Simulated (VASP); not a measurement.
# MgO (P3m1) in VASP: notebook

The runs below take MgO through single point, with PBE.

All numbers are computed with VASP 6.6.1; they aren't measurements. Logs are shortened: lines on timing, memory, paths and dates and some standing lists are left out, and cuts for length are marked.

## 1. The cell of the first run

The structure is trigonal, space group P3m1 (No. 156). The conventional cell has a = 3.020 Å, b = 3.020 Å, c = 14.643 Å, α = 90.00°, β = 90.00°, γ = 120.00°. Within 2.7 Å of Mg (site symmetry 3m) lie 6 O at 2.05 to 2.14 Å. Mg (site symmetry 3m) has 6 O at 2.14 Å within 2.8 Å. Mg (site symmetry 3m) has 6 O at 2.14 Å within 2.8 Å. Within 2.8 Å of Mg (site symmetry 3m) lie 6 O at 2.14 Å. Within 2.8 Å of Mg (site symmetry 3m) lie 6 O at 2.14 Å. Mg (site symmetry 3m) has 6 O at 2.14 Å within 2.8 Å. Within 2.8 Å of O (site symmetry 3m) lie 6 Mg at 2.14 Å. Within 2.8 Å of O (site symmetry 3m) lie 6 Mg at 2.14 Å.

## 2. Single point, PBE

INCAR

```
PREC = Accurate ; ENCUT = 520
EDIFF = 1E-7 ; ISMEAR = 0
SIGMA = 0.05 ; LREAL = False
LASPH = True ; NELM = 100
ALGO = Normal ; ISIF = 2
LWAVE = False ; LCHARG = True
GGA = PE ; LELF = True
LVHAR = True ; NBANDS = 36
```

KPOINTS

```
Automatic mesh
0
Gamma
  9 9 2
```

POSCAR

```
MgO
1.0
    2.1351500000     -2.1351500000      0.0000000000
    2.1351500000      0.0000000000     -2.1351500000
    8.4539974596      8.4539974596      8.4539974596
Mg O
6 6
Direct
    0.6666666667      0.6666666667      0.0420934990
    0.0000000000      0.0000000000      0.8839634783
    0.3333333333      0.3333333333      0.2104674948
    0.6666666667      0.6666666667      0.5472154866
    0.0000000000      0.0000000000      0.3788414907
    0.3333333333      0.3333333333      0.7155894824
    0.6666666667      0.6666666667      0.2946544928
    0.0000000000      0.0000000000      0.1262804969
    0.3333333333      0.3333333333      0.4630284886
    0.6666666667      0.6666666667      0.7997764804
    1.0000000000      1.0000000000      0.6314024845
    0.3333333333      0.3333333333      0.9681504762
```

Potentials or basis: VASP PAW PBE potentials, release 64 (Mg, O).

Command:

```bash
$ cat potpaw_PBE.64/Mg/POTCAR potpaw_PBE.64/O/POTCAR > POTCAR
$ mpirun -np 1 vasp_std > vasp.out
```

OUTCAR:

```text
PREC = Accurate
   ENCUT = 520
   EDIFF = 1E-7
   ISMEAR = 0
   LREAL = False
   LASPH = True
   NELM = 100
   ISIF = 2
   GGA = PE

 ion  position               nearest neighbor table
   1  0.667  0.667  0.042-  12 2.05  12 2.05  12 2.05   8 2.14   8 2.14   8 2.14   2 2.90   2 2.90
                             2 2.90   3 3.02   3 3.02   3 3.02
   2  0.000  0.000  0.884-  10 2.14  12 2.14  10 2.14  10 2.14  12 2.14  12 2.14   1 2.90   1 2.90
                             1 2.90   6 3.02   6 3.02   6 3.02
   3  0.333  0.333  0.210-   8 2.14   8 2.14   8 2.14   7 2.14   7 2.14   7 2.14   1 3.02   1 3.02
                             1 3.02   5 3.02   5 3.02   5 3.02
   4  0.667  0.667  0.547-  11 2.14  11 2.14  11 2.14   9 2.14   9 2.14   9 2.14   6 3.02   6 3.02
                             6 3.02   5 3.02   5 3.02   5 3.02
   5  0.000  0.000  0.379-   7 2.14   9 2.14   7 2.14   7 2.14   9 2.14   9 2.14   3 3.02   4 3.02
                             3 3.02   3 3.02   4 3.02   4 3.02
   6  0.333  0.333  0.716-  11 2.14  11 2.14  11 2.14  10 2.14  10 2.14  10 2.14   4 3.02   4 3.02
                             4 3.02   2 3.02   2 3.02   2 3.02
   7  0.667  0.667  0.295-   5 2.14   5 2.14   5 2.14   3 2.14   3 2.14   3 2.14
   8  0.000  0.000  0.126-   1 2.14   3 2.14   1 2.14   1 2.14   3 2.14   3 2.14
   9  0.333  0.333  0.463-   5 2.14   5 2.14   5 2.14   4 2.14   4 2.14   4 2.14
  10  0.667  0.667  0.800-   2 2.14   2 2.14   2 2.14   6 2.14   6 2.14   6 2.14
  11  0.000  0.000  0.631-   4 2.14   6 2.14   4 2.14   4 2.14   6 2.14   6 2.14
  12  0.333  0.333  0.968-   1 2.05   1 2.05   1 2.05   2 2.14   2 2.14   2 2.14

  LATTYP: Found a hexagonal cell.
 ALAT       =     3.0195580877
 C/A-ratio  =     4.8493033423

  Lattice vectors:

 A1 = (  -2.1351500000,   0.0000000000,   2.1351500000)
 A2 = (   2.1351500000,  -2.1351500000,   0.0000000000)
 A3 = (   8.4539974596,   8.4539974596,   8.4539974596)

Analysis of symmetry for initial positions (statically):
=====================================================================
 Subroutine PRICEL returns:
 Original cell was already a primitive cell.

 Routine SETGRP: Setting up the symmetry group for a
 hexagonal supercell.

 Subroutine GETGRP returns: Found  6 space group operations
 (whereof  6 operations were pure point group operations)
 out of a pool of 24 trial point group operations.

The static configuration has the point symmetry C_3v.

Analysis of symmetry for dynamics (positions and initial velocities):
=====================================================================
 Subroutine PRICEL returns:
 Original cell was already a primitive cell.

 Routine SETGRP: Setting up the symmetry group for a
 hexagonal supercell.

 Subroutine GETGRP returns: Found  6 space group operations
 (whereof  6 operations were pure point group operations)
 out of a pool of 24 trial point group operations.

The dynamic configuration has the point symmetry C_3v.

 Subroutine INISYM returns: Found  6 space group operations
 (whereof  6 operations are pure point group operations),
 and found     1 'primitive' translations

----------------------------------------------------------------------------------------

                                     Primitive cell

  volume of cell :     115.6219

  direct lattice vectors                    reciprocal lattice vectors
     2.135150000 -2.135150000  0.000000000     0.156117057 -0.312234113  0.156117057
     2.135150000  0.000000000 -2.135150000     0.156117057  0.156117057 -0.312234113
     8.453997460  8.453997460  8.453997460     0.039429079  0.039429079  0.039429079

  length of vectors
     3.019558088  3.019558088 14.642753127     0.382407129  0.382407129  0.068293168

  position of ions in fractional coordinates (direct lattice)
     0.666666667  0.666666667  0.042093499
     0.000000000  0.000000000  0.883963478
     0.333333333  0.333333333  0.210467495
     0.666666667  0.666666667  0.547215487
     0.000000000  0.000000000  0.378841491
     0.333333333  0.333333333  0.715589482
     0.666666667  0.666666667  0.294654493
     0.000000000  0.000000000  0.126280497
     0.333333333  0.333333333  0.463028489
     0.666666667  0.666666667  0.799776480
     0.000000000  0.000000000  0.631402485
     0.333333333  0.333333333  0.968150476

  ion indices of the primitive-cell ions
   primitive index   ion index
                 1           1
                 2           2
                 3           3
                 4           4
                 5           5
                 6           6
                 7           7
                 8           8
                 9           9
                10          10
                11          11
                12          12

----------------------------------------------------------------------------------------

 KPOINTS: Automatic mesh

Automatic generation of k-mesh.
 Grid dimensions read from file:
 generate k-points for:    9    9    2

 Generating k-lattice:

  Cartesian coordinates                     Fractional coordinates (reciprocal lattice)
     0.017346340 -0.034692679  0.017346340     0.111111111  0.000000000  0.000000000
     0.017346340  0.017346340 -0.034692679     0.000000000  0.111111111  0.000000000
     0.019714539  0.019714539  0.019714539     0.000000000  0.000000000  0.500000000

  Length of vectors
     0.042489681  0.042489681  0.034146584

  Shift w.r.t. Gamma in fractional coordinates (k-lattice)
     0.000000000  0.000000000  0.000000000

 Subroutine IBZKPT returns following result:
 ===========================================

 Found     24 irreducible k-points:

 Following reciprocal coordinates:
            Coordinates               Weight
  0.000000  0.000000  0.000000      1.000000
  0.111111  0.000000  0.000000      6.000000
  0.222222  0.000000  0.000000      6.000000
  0.333333  0.000000  0.000000      6.000000
  0.444444  0.000000  0.000000      6.000000
  0.222222  0.111111 -0.000000      6.000000
[... 16 lines left out ...]
 -0.444444  0.222222  0.500000     12.000000
 -0.333333  0.333333  0.500000      2.000000
   k-points           NKPTS =     24   k-points in BZ     NKDIM =     24   number of bands    NBANDS=     36
   number of dos      NEDOS =    301   number of ions     NIONS =     12
   total plane-waves  NPLWV =  64512
   dimension x,y,z NGX =    24 NGY =   24 NGZ =  112
   dimension x,y,z NGXF=    48 NGYF=   48 NGZF=  224
   ions per type =               6   6
   NGX,Y,Z   is equivalent  to a cutoff of  13.21, 13.21, 12.72 a.u.
   NGXF,Y,Z  is equivalent  to a cutoff of  26.43, 26.43, 25.43 a.u.
 SYSTEM =  unknown system
   PREC   = accura    normal or accurate (medium, high low for compatibility)
   ISTART =      0    job   : 0-new  1-cont  2-samecut
   ICHARG =      2    charge: 1-file 2-atom 10-const
   ISPIN  =      1    spin polarized calculation?
   LNONCOLLINEAR =      F non collinear calculations
   LSORBIT =      F    spin-orbit coupling
   LASPH  =      T    aspherical Exc in radial PAW
   ENCUT  =  520.0 eV  38.22 Ry    6.18 a.u.   5.61  5.61 27.23*2*pi/ulx,y,z
   NELM   =    100;   NELMIN=  2; NELMDL= -5     # of ELM steps
   EDIFF  = 0.1E-06   stopping-criterion for ELM
   LREAL  =      F    real-space projection
   EDIFFG = 0.1E-05   stopping-criterion for IOM
   NSW    =      0    number of steps for IOM
   IBRION =     -1    ionic relax: 0-MD 1-quasi-New 2-CG
   NFREE  =      0    steps in history (QN), initial steepest desc. (CG)
   ISIF   =      2    stress and relaxation
   ISYM   =      2    0-nonsym 1-usesym 2-fastsym
   POTIM  = 0.5000    time-step for ionic-motion
   TEBEG  =    0.0;   TEEND  =   0.0 temperature during run
   PSTRESS=    0.0 pullay stress
   NELECT =      48.0000    total number of electrons
   NUPDOWN=      -1.0000    fix difference up-down
   EMIN   =  10.00;   EMAX   =-10.00  energy-range for DOS
   EFERMI =   0.00;   METHOD = LEGACY
   ISMEAR =     0;   SIGMA  =   0.05  broadening in eV -4-tet -1-fermi 0-gaus
   EFERMI_NEDOS =   21; number of points for ismear=-14 and -15
   IALGO  =     38    algorithm
   IMIX   =      4    mixing-type and parameters
     AMIX     =   0.40;   BMIX     =  1.00
     AMIX_MAG =   1.60;   BMIX_MAG =  1.00
  volume/ion in A,a.u.               =       9.64        65.02
  Fermi-wavevector in a.u.,A,eV,Ry     =   1.221261  2.307849 20.292800  1.491479
  Thomas-Fermi vector in A             =   2.356450
   LORBIT       =      0    0 simple, 1 ext, 2 COOP (PROOUT), +10 PAW based schemes
   GGA     = PE    functional components
   LHFCALC =     F    Hartree Fock is set to
   AEXX    =    0.0000 exact exchange contribution
   IVDW    =     0    specifies the selected vdW correction
   LEPSILON=     F    determine dielectric tensor
   LRPA    =     F    only Hartree local field effects (RPA)
 non-spin polarized calculation
 Gauss-broadening in eV      SIGMA  =   0.05
  energy-cutoff  :      520.00
  volume of cell :      115.62
 maximum number of plane-waves:      3163
   NGX = 11   NGY = 11   NGZ = 55

 number of electron      48.0000025 magnetization

 Free energy of the ion-electron system (eV)
  ---------------------------------------------------
  ext. energy  EPLUGINS =         0.00000000
  ---------------------------------------------------
  free energy    TOTEN  =       -71.35386887 eV

  energy without entropy =      -71.35386887  energy(sigma->0) =      -71.35386887

 E-fermi :   3.4970     XC(G=0): -10.9326

 val. band max:        3.2069508997   @ k =   0.0000   0.0000   0.0000
 cond. band min:       7.3307651587   @ k =   0.0000   0.0000   0.0000
 fundamental gap:      4.1238142590
 Fermi energy:         3.4970272073

 k-point     1 :       0.0000    0.0000    0.0000
  band No.  band energies     occupation
      1     -14.3816      2.00000
      2     -13.9846      2.00000
      3     -13.7502      2.00000
      4     -13.3570      2.00000
      5     -13.1402      2.00000
      6     -12.7382      2.00000
[... 28 lines left out ...]
     35      16.6311      0.00000
     36      18.2499      0.00000
[... 866 lines left out ...]
      6     -12.2778      2.00000
[... 28 lines left out ...]
     35      14.8716      0.00000
     36      14.8915      0.00000

------------------------ aborting loop because EDIFF is reached ----------------------------------------

  FORCE on cell =-STRESS in cart. coord.  units (eV):
  Direction    XX          YY          ZZ          XY          YZ          ZX
  --------------------------------------------------------------------------------------
  -------------------------------------------------------------------------------------
  Total       -0.5188063     -0.5188063     -0.5188063      0.6082079      0.6082079      0.6082079
  in kB       -7.1891193     -7.1891193     -7.1891193      8.4279609      8.4279609      8.4279609
  external PRESSURE =      -7.1891193 kB  Pullay stress =       0.0000000 kB

 VOLUME and BASIS-vectors are now :
 -----------------------------------------------------------------------------
  energy-cutoff  :      520.00
  volume of cell :      115.62
      direct lattice vectors                 reciprocal lattice vectors
     2.135150000 -2.135150000  0.000000000     0.156117057 -0.312234113  0.156117057
     2.135150000  0.000000000 -2.135150000     0.156117057  0.156117057 -0.312234113
     8.453997460  8.453997460  8.453997460     0.039429079  0.039429079  0.039429079

 POSITION                                       TOTAL-FORCE (eV/Angst)
 -----------------------------------------------------------------------------------
      3.20273     -1.06757     -1.06757         0.876645      0.876645      0.876645
      7.47302      7.47302      7.47302        -0.284186     -0.284186     -0.284186
      3.20272      1.06757      1.06757        -0.079756     -0.079756     -0.079756
      7.47303      3.20273      3.20273        -0.083329     -0.083329     -0.083329
      3.20272      3.20272      3.20272        -0.083333     -0.083333     -0.083333
      7.47302      5.33787      5.33787        -0.082176     -0.082176     -0.082176
      5.33788      1.06758      1.06758         0.083280      0.083280      0.083280
      1.06757      1.06757      1.06757         0.125136      0.125136      0.125136
      5.33787      3.20272      3.20272         0.083403      0.083403      0.083403
      9.60818      5.33788      5.33788         0.077866      0.077866      0.077866
      5.33787      5.33787      5.33787         0.083336      0.083336      0.083336
      9.60817      7.47302      7.47302        -0.716886     -0.716886     -0.716886
 -----------------------------------------------------------------------------------
    total drift:                               -0.000071     -0.000071     -0.000071

  FREE ENERGIE OF THE ION-ELECTRON SYSTEM (eV)
  ---------------------------------------------------
  free  energy   TOTEN  =       -71.3538688687 eV

  energy  without entropy=      -71.3538688687  energy(sigma->0) =      -71.35386887
```

Wall time 100 s (1 thread of Intel Xeon Platinum 8488C (Sapphire Rapids), shared host); peak memory 0.27 GiB.

Results:

| Item | Value |
| --- | --- |
| Free energy | -71.3539 eV |
| Pressure | -0.7 GPa |
| Largest force | 1.518 eV/Å |
| Band gap on the k mesh | 4.12 eV |

Forces on the atoms (eV/Å):
```
Mg   0.877  0.877  0.877
Mg  -0.284 -0.284 -0.284
Mg  -0.080 -0.080 -0.080
Mg  -0.083 -0.083 -0.083
Mg  -0.083 -0.083 -0.083
Mg  -0.082 -0.082 -0.082
O    0.083  0.083  0.083
O    0.125  0.125  0.125
O    0.083  0.083  0.083
O    0.078  0.078  0.078
O    0.083  0.083  0.083
O   -0.717 -0.717 -0.717
```

Stress tensor (GPa, compression positive):
```
-0.72  0.84  0.84
 0.84 -0.72  0.84
 0.84  0.84 -0.72
```

Caveat: forces of over 1 eV/Å act on the atoms, so gaps and moduli don't describe the material at rest. A k mesh can miss the band edges.

## 3. Single point, PBE

This run uses another cell than the first one, of 9.90 Å³/atom, 1.027 times its volume.

INCAR

```
PREC     = Accurate       # precision mode
ENCUT    = 520            # plane-wave cutoff, eV
EDIFF    = 1E-6           # SCF threshold, eV
ISMEAR   = 0              # smearing method
SIGMA    = 0.05           # smearing width, eV
LREAL    = F              # projectors in reciprocal space
LASPH    = T              # aspherical terms in the spheres
NELM     = 80             # most SCF steps
ALGO     = Normal         # electronic algorithm
ISIF     = 2              # what is computed and relaxed
LWAVE    = F              # write WAVECAR
LCHARG   = T              # write CHGCAR
GGA      = PE             # functional
LELF     = T              # ELF
LVHAR    = T            
NBANDS   = 36             # bands
```

KPOINTS

```
regular mesh
0
Gamma
  9 9 2
```

POSCAR

```
MgO
1.0
    2.1351500000     -2.1351500000      0.0000000000
    2.1351500000      0.0000000000     -2.1351500000
    8.6849375673      8.6849375673      8.6849375673
Mg O
6 6
Direct
    0.6666666667      0.6666666667      0.0409741959
    0.0000000000      0.0000000000      0.8604581141
    0.3333333333      0.3333333333      0.2048709795
    0.6666666667      0.6666666667      0.5326645468
    0.0000000000      0.0000000000      0.3687677632
    0.3333333333      0.3333333333      0.6965613304
    0.6666666667      0.6666666667      0.2868193714
    0.0000000000      0.0000000000      0.1229225877
    0.3333333333      0.3333333333      0.4507161550
    0.6666666667      0.6666666667      0.7785097223
    1.0000000000      1.0000000000      0.6146129386
    0.3333333333      0.3333333333      0.9424065059
```

Potentials or basis: VASP PAW PBE potentials, release 64 (Mg, O).

Command:

```bash
$ cat potpaw_PBE.64/Mg/POTCAR potpaw_PBE.64/O/POTCAR > POTCAR
$ mpirun -np 1 vasp_std > vasp.out
```

Run time: 96 s. Hardware: 1 thread of Intel Xeon Platinum 8488C (Sapphire Rapids), shared host; peak memory 0.27 GiB.

Results (log left out):

* Free energy: -71.1568 eV
* Pressure: -4.2 GPa
* Largest force: 1.868 eV/Å
* Band gap on the k mesh: 3.24 eV

Forces in eV/Å, atoms in the order of the input:
```
Mg  -1.079 -1.079 -1.079
Mg   0.418  0.418  0.418
Mg   0.130  0.130  0.130
Mg   0.134  0.134  0.134
Mg   0.134  0.134  0.134
Mg   0.133  0.133  0.133
O   -0.133 -0.133 -0.133
O   -0.161 -0.161 -0.161
O   -0.134 -0.134 -0.134
O   -0.131 -0.131 -0.131
O   -0.135 -0.135 -0.135
O    0.823  0.823  0.823
```

Stress tensor (GPa, compression positive):
```
-4.19 -1.70 -1.70
-1.70 -4.19 -1.70
-1.70 -1.70 -4.19
```

Levels at points of the mesh, in eV from the valence-band top:
| k point | band 21 | band 22 | band 23 | band 24 | band 25 | band 26 | band 27 | band 28 |
| --- | --- | --- | --- | --- | --- | --- | --- | --- |
| (0.00, 0.00, 0.00) | -0.61 | -0.61 | 0.00 | 0.00 | 3.24 | 4.66 | 4.97 | 6.28 |
| (0.00, 0.00, 0.50) | -0.61 | -0.61 | 0.00 | 0.00 | 3.48 | 4.07 | 5.66 | 5.89 |

Caveat: forces of over 1 eV/Å act on the atoms, so gaps and moduli don't describe the material at rest.
